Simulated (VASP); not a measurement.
A run of VASP 6.6.1:

The input INCAR:

```
SYSTEM = AlRu
  PREC = Accurate
  ENCUT = 520
  EDIFF = 1E-7
  ISMEAR = 0
  SIGMA = 0.15
  LREAL = .False.
  LASPH = .True.
  NELM = 60
  ALGO = Fast
  ISIF = 2
  LWAVE = .False.
  LCHARG = .False.
  GGA = PS
  NBANDS = 25
```

The input KPOINTS:

```
regular mesh
0
Gamma
  16 16 8
  0 0 0
```

File POSCAR:

```
AlRu
1.0
    2.9763250904      0.0000000000      0.0000000000
    0.0000000000      2.9763250904      0.0000000000
    0.0000000000      0.0000000000      5.9526501809
Al Ru
2 2
Direct
    0.0000000000      0.0000000000     -0.0049053781
    0.0000000000      0.0000000000      0.5049053781
    0.4896516681      0.5000000000      0.2500000000
    0.5103483319      0.5000000000      0.7500000000
```

Potentials or basis: VASP PAW PBE potentials, release 64 (Al, Ru_pv).

Launch:

```console
$ cat potpaw_PBE.64/Al/POTCAR potpaw_PBE.64/Ru_pv/POTCAR > POTCAR
$ mpirun -np 1 vasp_std > vasp.out
```

Hardware: 1 thread of Intel Xeon 6975P-C (shared host).

Estimate the wall time of this run.

It took 6.7 min on 1 thread of Intel Xeon 6975P-C (shared host), peak memory 0.52 GiB. Counts: scf iterations 19, k points 405.
